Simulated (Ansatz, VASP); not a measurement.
## HfN: VASP beside Ansatz

```
Hf N
1.0
     0.00000    2.45482    2.45482
     2.45482    0.00000    2.45482
     2.45482    2.45482    0.00000
Hf N
1 1
Cartesian
  0.0000 0.0000 0.0250
  3.6822 3.6822 3.6822
```

Change from the starting cell: all Hf atoms moved +0.025 Å, as atom 1 along Cartesian [0 0 1].

Alike in both runs: task single point; functional PBE; k mesh 16 × 16 × 16; occupations gaussian, width 0.15 eV; no spin polarisation.

```csv
,VASP,Ansatz
version,VASP 6.6.1,Ansatz 0.2.0
potentials or method,"VASP PAW PBE potentials, release 64 (Hf_pv, N), cutoff 520 eV","scalar-relativistic, plane waves, PAW"
valence electrons in the cell,15,31
```

|  | VASP | Ansatz | Ansatz less VASP |
| --- | --- | --- | --- |
| gap on the k mesh at the Fermi level (eV) | none | none | - |
| pressure (GPa) | -0.3 | 0.8 | +1.05 |
| traceless stress, the component that is largest in VASP (GPa) | -1.37 | -1.38 | -0.012 |
| rms of the force components (eV/Å) | 0.169 | 0.169 | +0.0002 |

Atom by atom the forces differ by 0.000 eV/Å (rms over components). A gap of «none» marks a metal or a gap that the smearing closes. VASP's potentials hold 15 valence electrons a cell and Ansatz's 31, so a difference there can come from the potentials and not from the codes.

Neither program's run includes spin-orbit coupling.
